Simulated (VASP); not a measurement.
A run of VASP 6.6.1:

Contents of INCAR:

```
SYSTEM = Ge2W
PREC = Accurate
ENCUT = 520
EDIFF = 1E-7
ISMEAR = -1
SIGMA = 0.05
LREAL = .False.
LASPH = .True.
NELM = 80
ALGO = Normal
ISIF = 2
LWAVE = .False.
LCHARG = .False.
GGA = PS
NBANDS = 28
```

File KPOINTS:

```
Automatic mesh
0
Gamma
  15 15 15
  0 0 0
```

The input POSCAR:

```
Ge2W
1.0
   -1.6526028368      1.6526028368      4.0968977233
    1.6526028368     -1.6526028368      4.0968977233
    1.6526028368      1.6526028368     -4.0968977233
Ge W
2 1
Direct
    0.3371864673      0.3371864673      0.0000000000
    0.6628135327      0.6628135327      0.0000000000
    0.0000000000      0.0000000000      0.0000000000
```

Potentials or basis: VASP PAW PBE potentials, release 64 (Ge_d, W_sv).

The run is started by

```bash
$ cat potpaw_PBE.64/Ge_d/POTCAR potpaw_PBE.64/W_sv/POTCAR > POTCAR
$ mpirun -np 1 vasp_std > vasp.out
```

Hardware: 1 thread of Intel(R) Xeon(R) Platinum 8375C CPU @ 2.90GHz (Ice Lake), with other jobs on the host.

How long does it take, and how much memory?

Run time: 9.2 min on 1 thread of Intel(R) Xeon(R) Platinum 8375C CPU @ 2.90GHz (Ice Lake), on a shared host, peak memory 0.44 GiB. Counts: scf iterations 14, k points 288.
